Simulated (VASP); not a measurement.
Sn4Se3, 7 atoms in the cell. It takes space group R-3m (No. 166, trigonal). Conventional cell: a = 6.972 Å, b = 6.972 Å, c = 14.104 Å, α = 90.00°, β = 90.00°, γ = 120.00°. Sn (site symmetry 2/m) has 4 Se at 2.85 to 3.09 Å and 6 Sn at 3.49 Å within 3.8 Å. Within 3.5 Å of Sn (site symmetry -3m) lie 2 Se at 2.68 Å and 6 Sn at 3.49 Å. Se (site symmetry -3m) has 6 Sn at 3.09 Å and 6 Se at 4.04 Å within 4.1 Å. Se (site symmetry 3m) has 4 Sn at 2.68 to 2.85 Å within 3.5 Å. The cell was built from a structure type or drawn by symmetry, and may not be a known phase.

```yaml
Program: VASP 6.6.1
Task: single point
Functional: PBE
Potentials_or_basis: VASP PAW PBE potentials, release 64 (Sn_d, Se)
Cutoff: 500 eV
k_mesh: 3 × 3 × 3
Occupations: gaussian, width 0.2 eV
Spin: no spin polarisation
Dipole_correction: no
Further_INCAR_settings: ALGO = Normal; EDIFF = 1e-06; NBANDS = 46
```

Potentials or basis: VASP PAW PBE potentials, release 64 (Sn_d, Se).

Launch:

```bash
$ cat potpaw_PBE.64/Sn_d/POTCAR potpaw_PBE.64/Se/POTCAR > POTCAR
$ mpirun -np 1 vasp_std > vasp.out
```

Hardware: 1 thread of AMD EPYC 9R45 96-Core Processor (Zen 5) (shared host).

Q: How long does it take, and how much memory?

A: Wall time 43 s on 1 thread of AMD EPYC 9R45 96-Core Processor (Zen 5) (shared host), peak memory 0.3 GiB. Counts: scf iterations 14, k points 6.
